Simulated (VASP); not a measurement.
# TiO2 (P2/m) in VASP: notebook

The runs below take TiO2 through single point, with PBEsol.

Everything below comes from runs of VASP 6.6.1. Logs are shortened: lines on timing, memory, paths and dates and some standing lists are left out, and cuts for length are marked.

**1. The cell of the first run**

The structure is monoclinic, space group P2/m (No. 10). Conventional cell: a = 3.771 Å, b = 3.771 Å, c = 9.554 Å, α = 90.00°, β = 92.26°, γ = 90.00°. Ti (site symmetry m) has 6 O at 1.93 to 2.02 Å within 2.6 Å. Within 2.6 Å of Ti (site symmetry m) lie 6 O at 1.93 to 1.98 Å. Within 2.6 Å of O (site symmetry m) lie 3 Ti at 1.93 to 1.98 Å and 2 O at 2.46 Å. O (site symmetry m) has 3 Ti at 1.93 to 2.02 Å and 1 O at 2.18 Å within 2.6 Å. Within 2.6 Å of O (site symmetry m) lie 3 Ti at 1.93 to 1.98 Å and 2 O at 2.46 Å. Within 2.6 Å of O (site symmetry m) lie 3 Ti at 1.93 to 1.98 Å and 2 O at 2.46 Å.

**2. Single point, PBEsol**

INCAR reads:

```
  PREC = Accurate
  ENCUT = 520
  EDIFF = 1E-7
  ISMEAR = 0
  SIGMA = 0.05
  LREAL = False
  LASPH = True
  NELM = 60
  ALGO = Normal
  ISIF = 2
  LWAVE = False
  LCHARG = False
  GGA = PS
  NBANDS = 60
```

KPOINTS reads:

```
regular mesh
0
Gamma
  7 7 3
```

POSCAR reads:

```
TiO2
1.0
   -3.7706690430      0.0000000000      0.0000000000
    0.0000000000     -3.7706690430      0.0000000000
    0.0000000000     -0.3770669043      9.5463353711
Ti O
4 8
Direct
    0.0000000000     -0.0875000000      0.8750000000
    0.5000000000      0.4625000000      0.3750000000
    0.5000000000     -0.0625000000      0.6250000000
    0.0000000000      0.4875000000      0.1250000000
    0.5000000000      0.4417380334      0.5826196664
    1.0000000000      0.9917380334      0.0826196664
    0.5000000000     -0.0832619666      0.8326196664
    1.0000000000      0.4667380334      0.3326196664
    0.5000000000     -0.0417380334      0.4173803336
    0.0000000000      0.4082619666      0.9173803336
    0.0000000000     -0.0667380334      0.6673803336
    0.5000000000      0.4832619666      0.1673803336
```

Potentials or basis: VASP PAW PBE potentials, release 64 (Ti_sv, O).

Run with:

```console
cat potpaw_PBE.64/Ti_sv/POTCAR potpaw_PBE.64/O/POTCAR > POTCAR
mpirun -np 1 vasp_std > vasp.out
```

OUTCAR:

```text
PREC = Accurate
   ENCUT = 520
   EDIFF = 1E-7
   ISMEAR = 0
   LREAL = False
   LASPH = True
   NELM = 60
   ISIF = 2
   GGA = PS

 ion  position               nearest neighbor table
   1  0.000  0.913  0.875-  10 1.93   7 1.93   7 1.93  10 1.93  11 1.98   6 2.02   4 2.82
   2  0.500  0.462  0.375-   9 1.93   8 1.93   8 1.93   9 1.93   5 1.98  12 1.98
   3  0.500  0.938  0.625-   5 1.93  11 1.93  11 1.93   5 1.93   7 1.98   9 1.98
   4  0.000  0.487  0.125-   6 1.93  12 1.93  12 1.93   6 1.93   8 1.98  10 2.02   1 2.82
   5  0.500  0.442  0.583-   3 1.93   3 1.93   2 1.98
   6  0.000  0.992  0.083-   4 1.93   4 1.93   1 2.02
   7  0.500  0.917  0.833-   1 1.93   1 1.93   3 1.98
   8  0.000  0.467  0.333-   2 1.93   2 1.93   4 1.98
   9  0.500  0.958  0.417-   2 1.93   2 1.93   3 1.98
  10  0.000  0.408  0.917-   1 1.93   1 1.93   4 2.02
  11  0.000  0.933  0.667-   3 1.93   3 1.93   1 1.98
  12  0.500  0.483  0.167-   4 1.93   4 1.93   2 1.98

  LATTYP: Found a simple monoclinic cell.
 ALAT       =     3.7706690430
 B/A-ratio  =     1.0000000000
 C/A-ratio  =     2.5337093146
 COS(beta)  =    -0.0394678266

  Lattice vectors:

 A1 = (   0.0000000000,  -3.7706690430,   0.0000000000)
 A2 = (  -3.7706690430,   0.0000000000,   0.0000000000)
 A3 = (   0.0000000000,   0.3770669043,  -9.5463353711)

Analysis of symmetry for initial positions (statically):
=====================================================================
 Subroutine PRICEL returns:
 Original cell was already a primitive cell.

 Routine SETGRP: Setting up the symmetry group for a
 simple monoclinic supercell.

 Subroutine GETGRP returns: Found  4 space group operations
 (whereof  2 operations were pure point group operations)
 out of a pool of  4 trial point group operations.

The static configuration has the point symmetry C_1h.
 The point group associated with its full space group is C_2h.

Analysis of symmetry for dynamics (positions and initial velocities):
=====================================================================
 Subroutine PRICEL returns:
 Original cell was already a primitive cell.

 Routine SETGRP: Setting up the symmetry group for a
 simple monoclinic supercell.

 Subroutine GETGRP returns: Found  4 space group operations
 (whereof  2 operations were pure point group operations)
 out of a pool of  4 trial point group operations.

The dynamic configuration has the point symmetry C_1h.
 The point group associated with its full space group is C_2h.

 Subroutine INISYM returns: Found  4 space group operations
 (whereof  2 operations are pure point group operations),
 and found     1 'primitive' translations

----------------------------------------------------------------------------------------

                                     Primitive cell

  volume of cell :     135.7293

  direct lattice vectors                    reciprocal lattice vectors
    -3.770669043  0.000000000  0.000000000    -0.265204925  0.000000000  0.000000000
     0.000000000 -3.770669043  0.000000000     0.000000000 -0.265204925 -0.010475224
     0.000000000 -0.377066904  9.546335371     0.000000000  0.000000000  0.104752239

  length of vectors
     3.770669043  3.770669043  9.553779277     0.265204925  0.265411723  0.104752239

  position of ions in fractional coordinates (direct lattice)
     0.000000000  0.912500000  0.875000000
     0.500000000  0.462500000  0.375000000
     0.500000000  0.937500000  0.625000000
     0.000000000  0.487500000  0.125000000
     0.500000000  0.441738033  0.582619666
     0.000000000  0.991738033  0.082619666
     0.500000000  0.916738033  0.832619666
     0.000000000  0.466738033  0.332619666
     0.500000000  0.958261967  0.417380334
     0.000000000  0.408261967  0.917380334
     0.000000000  0.933261967  0.667380334
     0.500000000  0.483261967  0.167380334

  ion indices of the primitive-cell ions
   primitive index   ion index
                 1           1
                 2           2
                 3           3
                 4           4
                 5           5
                 6           6
                 7           7
                 8           8
                 9           9
                10          10
                11          11
                12          12

----------------------------------------------------------------------------------------

 KPOINTS: regular mesh

Automatic generation of k-mesh.
 Grid dimensions read from file:
 generate k-points for:    7    7    3

 Generating k-lattice:

  Cartesian coordinates                     Fractional coordinates (reciprocal lattice)
    -0.037886418  0.000000000  0.000000000     0.142857143  0.000000000  0.000000000
     0.000000000 -0.037886418 -0.001496461     0.000000000  0.142857143  0.000000000
     0.000000000  0.000000000  0.034917413     0.000000000  0.000000000  0.333333333

  Length of vectors
     0.037886418  0.037915960  0.034917413

  Shift w.r.t. Gamma in fractional coordinates (k-lattice)
     0.000000000  0.000000000  0.000000000

 Subroutine IBZKPT returns following result:
 ===========================================

 Found     44 irreducible k-points:

 Following reciprocal coordinates:
            Coordinates               Weight
  0.000000  0.000000  0.000000      1.000000
  0.142857  0.000000  0.000000      2.000000
  0.285714  0.000000  0.000000      2.000000
  0.428571  0.000000  0.000000      2.000000
  0.000000  0.142857  0.000000      2.000000
  0.142857  0.142857  0.000000      4.000000
[... 16 lines left out ...]
  0.285714  0.142857  0.333333      4.000000
  0.428571  0.142857  0.333333      4.000000
 [... further k-points ...]
   k-points           NKPTS =     44   k-points in BZ     NKDIM =     44   number of bands    NBANDS=     60
   number of dos      NEDOS =    301   number of ions     NIONS =     12
   total plane-waves  NPLWV =  56448
   dimension x,y,z NGX =    28 NGY =   28 NGZ =   72
   dimension x,y,z NGXF=    56 NGYF=   56 NGZF=  144
   ions per type =               4   8
   NGX,Y,Z   is equivalent  to a cutoff of  12.34, 12.34, 12.53 a.u.
   NGXF,Y,Z  is equivalent  to a cutoff of  24.69, 24.69, 25.06 a.u.
 SYSTEM =  unknown system
   PREC   = accura    normal or accurate (medium, high low for compatibility)
   ISTART =      0    job   : 0-new  1-cont  2-samecut
   ICHARG =      2    charge: 1-file 2-atom 10-const
   ISPIN  =      1    spin polarized calculation?
   LNONCOLLINEAR =      F non collinear calculations
   LSORBIT =      F    spin-orbit coupling
   LASPH  =      T    aspherical Exc in radial PAW
   ENCUT  =  520.0 eV  38.22 Ry    6.18 a.u.   7.01  7.01 17.76*2*pi/ulx,y,z
   NELM   =     60;   NELMIN=  2; NELMDL= -5     # of ELM steps
   EDIFF  = 0.1E-06   stopping-criterion for ELM
   LREAL  =      F    real-space projection
   EDIFFG = 0.1E-05   stopping-criterion for IOM
   NSW    =      0    number of steps for IOM
   IBRION =     -1    ionic relax: 0-MD 1-quasi-New 2-CG
   NFREE  =      0    steps in history (QN), initial steepest desc. (CG)
   ISIF   =      2    stress and relaxation
   ISYM   =      2    0-nonsym 1-usesym 2-fastsym
   POTIM  = 0.5000    time-step for ionic-motion
   TEBEG  =    0.0;   TEEND  =   0.0 temperature during run
   PSTRESS=    0.0 pullay stress
   NELECT =      96.0000    total number of electrons
   NUPDOWN=      -1.0000    fix difference up-down
   EMIN   =  10.00;   EMAX   =-10.00  energy-range for DOS
   EFERMI =   0.00;   METHOD = LEGACY
   ISMEAR =     0;   SIGMA  =   0.05  broadening in eV -4-tet -1-fermi 0-gaus
   EFERMI_NEDOS =   21; number of points for ismear=-14 and -15
   IALGO  =     38    algorithm
   IMIX   =      4    mixing-type and parameters
     AMIX     =   0.40;   BMIX     =  1.00
     AMIX_MAG =   1.60;   BMIX_MAG =  1.00
  volume/ion in A,a.u.               =      11.31        76.33
  Fermi-wavevector in a.u.,A,eV,Ry     =   1.458615  2.756383 28.947188  2.127558
  Thomas-Fermi vector in A             =   2.575279
   LORBIT       =      0    0 simple, 1 ext, 2 COOP (PROOUT), +10 PAW based schemes
   GGA     = PS    functional components
   LHFCALC =     F    Hartree Fock is set to
   AEXX    =    0.0000 exact exchange contribution
   IVDW    =     0    specifies the selected vdW correction
   LEPSILON=     F    determine dielectric tensor
   LRPA    =     F    only Hartree local field effects (RPA)
 non-spin polarized calculation
 Gauss-broadening in eV      SIGMA  =   0.05
  energy-cutoff  :      520.00
  volume of cell :      135.73
 maximum number of plane-waves:      3679
   NGX = 15   NGY = 15   NGZ = 35

 number of electron      95.9999959 magnetization

 Free energy of the ion-electron system (eV)
  ---------------------------------------------------
  ext. energy  EPLUGINS =         0.00000000
  ---------------------------------------------------
  free energy    TOTEN  =      -111.78168723 eV

  energy without entropy =     -111.78168723  energy(sigma->0) =     -111.78168723

 E-fermi :   3.7769     XC(G=0): -11.0383

 val. band max:        3.4780297028   @ k =   0.0000   0.0000   0.0000
 cond. band min:       5.4054068099   @ k =   0.0000   0.0000   0.0000
 fundamental gap:      1.9273771071
 Fermi energy:         3.7768599130

 k-point     1 :       0.0000    0.0000    0.0000
  band No.  band energies     occupation
      1     -52.7945      2.00000
      2     -52.7621      2.00000
      3     -52.7511      2.00000
      4     -52.7124      2.00000
      5     -29.4025      2.00000
      6     -29.2128      2.00000
[... 52 lines left out ...]
     59       7.5420      0.00000
     60       7.5659      0.00000

 k-point     2 :       0.1429    0.0000    0.0000
  band No.  band energies     occupation
      1     -52.7929      2.00000
      2     -52.7607      2.00000
      3     -52.7517      2.00000
      4     -52.7129      2.00000
      5     -29.4009      2.00000
      6     -29.2462      2.00000
[... 52 lines left out ...]
     59       7.5707      0.00000
     60       7.6026      0.00000

 k-point     3 :       0.2857    0.0000    0.0000
  band No.  band energies     occupation
      1     -52.7892      2.00000
      2     -52.7574      2.00000
      3     -52.7533      2.00000
      4     -52.7141      2.00000
      5     -29.3968      2.00000
      6     -29.3056      2.00000
[... 1312 lines left out ...]
     59       7.4258      0.00000
     60       7.6428      0.00000

 k-point    24 :       0.4286    0.1429    0.3333
  band No.  band energies     occupation
      1     -52.7837      2.00000
      2     -52.7574      2.00000
      3     -52.7516      2.00000
      4     -52.7160      2.00000
      5     -29.3806      2.00000
      6     -29.3536      2.00000
[... 52 lines left out ...]
     59       7.6731      0.00000
     60       7.8176      0.00000

 [... further k-points ...]

------------------------ aborting loop because EDIFF is reached ----------------------------------------

  FORCE on cell =-STRESS in cart. coord.  units (eV):
  Direction    XX          YY          ZZ          XY          YZ          ZX
  --------------------------------------------------------------------------------------
  -------------------------------------------------------------------------------------
  Total        0.6292378     -0.2480320      2.0866741      0.0000000      6.0025893      0.0000000
  in kB        7.4276572     -2.9278226     24.6315466      0.0000000     70.8558471      0.0000000
  external PRESSURE =       9.7104604 kB  Pullay stress =       0.0000000 kB

 VOLUME and BASIS-vectors are now :
 -----------------------------------------------------------------------------
  energy-cutoff  :      520.00
  volume of cell :      135.73
      direct lattice vectors                 reciprocal lattice vectors
    -3.770669043  0.000000000  0.000000000    -0.265204925  0.000000000  0.000000000
     0.000000000 -3.770669043  0.000000000     0.000000000 -0.265204925 -0.010475224
     0.000000000 -0.377066904  9.546335371     0.000000000  0.000000000  0.104752239

 POSITION                                       TOTAL-FORCE (eV/Angst)
 -----------------------------------------------------------------------------------
      0.00000     -3.77067      8.35304         0.000000     -0.311378     -0.491654
     -1.88533     -1.88533      3.57988         0.000000     -0.009164     -0.027484
     -1.88533     -3.77067      5.96646         0.000000      0.009164      0.027484
      0.00000     -1.88533      1.19329         0.000000      0.311378      0.491654
     -1.88533     -1.88533      5.56188         0.000000     -0.008905      0.005748
      0.00000     -3.77067      0.78872         0.000000      3.031575      0.584354
     -1.88533     -3.77067      7.94847         0.000000     -0.016427      0.029034
      0.00000     -1.88533      3.17530         0.000000      0.066004     -0.044241
     -1.88533     -3.77067      3.98445         0.000000      0.008905     -0.005748
      0.00000     -1.88533      8.75762         0.000000     -3.031575     -0.584354
      0.00000     -3.77067      6.37104         0.000000     -0.066004      0.044241
     -1.88533     -1.88533      1.59787         0.000000      0.016427     -0.029034
 -----------------------------------------------------------------------------------
    total drift:                               -0.000000      0.000033     -0.000004

  FREE ENERGIE OF THE ION-ELECTRON SYSTEM (eV)
  ---------------------------------------------------
  free  energy   TOTEN  =      -111.7816872333 eV

  energy  without entropy=     -111.7816872333  energy(sigma->0) =     -111.78168723
```

Run time: 3.6 min. Hardware: 1 thread of Intel Xeon 6975P-C (Granite Rapids), shared host; peak memory 0.38 GiB.

What came out:

* Free energy: -111.7817 eV
* Pressure: 1.0 GPa
* Largest force: 3.087 eV/Å
* Band gap on the k mesh: 1.93 eV, direct

Forces on the atoms (eV/Å):
```
Ti   0.000 -0.311 -0.492
Ti   0.000 -0.009 -0.027
Ti   0.000  0.009  0.027
Ti   0.000  0.311  0.492
O    0.000 -0.009  0.006
O    0.000  3.032  0.584
O    0.000 -0.016  0.029
O    0.000  0.066 -0.044
O    0.000  0.009 -0.006
O    0.000 -3.032 -0.584
O    0.000 -0.066  0.044
O    0.000  0.016 -0.029
```

Caveat: the PAW data sets were made with another functional, which shifts forces and pressure a little. A k mesh can miss the band edges.

**3. Single point, PBEsol**

INCAR reads:

```
SYSTEM = TiO2
PREC     = Accurate       ! precision mode
ENCUT    = 520            ! plane-wave cutoff, eV
EDIFF    = 1E-7           ! SCF threshold, eV
ISMEAR   = 0              ! smearing method
SIGMA    = 0.05           ! smearing width, eV
LREAL    = .False.        ! projectors in reciprocal space
LASPH    = .True.         ! aspherical terms in the spheres
NELM     = 60             ! most SCF steps
ALGO     = Normal         ! electronic algorithm
ISIF     = 2              ! what is computed and relaxed
LWAVE    = .False.        ! write WAVECAR
LCHARG   = .False.        ! write CHGCAR
GGA      = PS             ! functional
NBANDS   = 60             ! bands
```

KPOINTS reads:

```
Automatic mesh
0
Gamma
  7 7 3
  0 0 0
```

POSCAR reads:

```
TiO2
1.0
   -3.7706690430      0.0000000000      0.0000000000
    0.0000000000     -3.7706690430      0.0000000000
    0.0000000000     -1.1312007129      9.5463353711
Ti O
4 8
Direct
    0.0000000000     -0.2625000000      0.8750000000
    0.5000000000      0.3875000000      0.3750000000
    0.5000000000     -0.1875000000      0.6250000000
    0.0000000000      0.4625000000      0.1250000000
    0.5000000000      0.3252141001      0.5826196664
    1.0000000000      0.9752141001      0.0826196664
    0.5000000000     -0.2497858999      0.8326196664
    1.0000000000      0.4002141001      0.3326196664
    0.5000000000     -0.1252141001      0.4173803336
    0.0000000000      0.2247858999      0.9173803336
    0.0000000000     -0.2002141001      0.6673803336
    0.5000000000      0.4497858999      0.1673803336
```

Potentials or basis: VASP PAW PBE potentials, release 64 (Ti_sv, O).

Run with:

```console
cat potpaw_PBE.64/Ti_sv/POTCAR potpaw_PBE.64/O/POTCAR > POTCAR
mpirun -np 1 vasp_std > vasp.out
```

Wall time 4.6 min (1 thread of Intel Xeon 6975P-C (Granite Rapids), shared host); peak memory 0.37 GiB.

It converged, with:

```
Free energy            : -107.7707 eV
Pressure               : 3.4 GPa
Largest force          : 7.225 eV/Å
Band gap on the k mesh : 0.05 eV, indirect (least direct gap 0.09 eV)
```

Forces on the atoms (eV/Å):
```
Ti   0.000 -0.493 -2.465
Ti   0.000 -0.001  0.074
Ti   0.000  0.001 -0.074
Ti   0.000  0.493  2.465
O    0.000  0.007 -0.040
O    0.000  5.249  4.965
O    0.000 -0.091  0.419
O    0.000 -0.081 -0.068
O    0.000 -0.007  0.040
O    0.000 -5.249 -4.965
O    0.000  0.081  0.068
O    0.000  0.091 -0.419
```

Stress tensor (GPa, compression positive):
```
 0.59  0.00  0.00
 0.00 -5.10 10.87
 0.00 10.87 14.82
```

Levels at points of the mesh, in eV from the valence-band top:
```tsv
k point	band 45	band 46	band 47	band 48	band 49	band 50	band 51	band 52
(0.00, 0.00, 0.00)	-2.43	-2.37	-1.92	-0.04	0.05	0.28	0.38	0.68
```

Caveat: the PAW data sets were made with another functional, which shifts forces and pressure a little. A k mesh can miss the band edges.
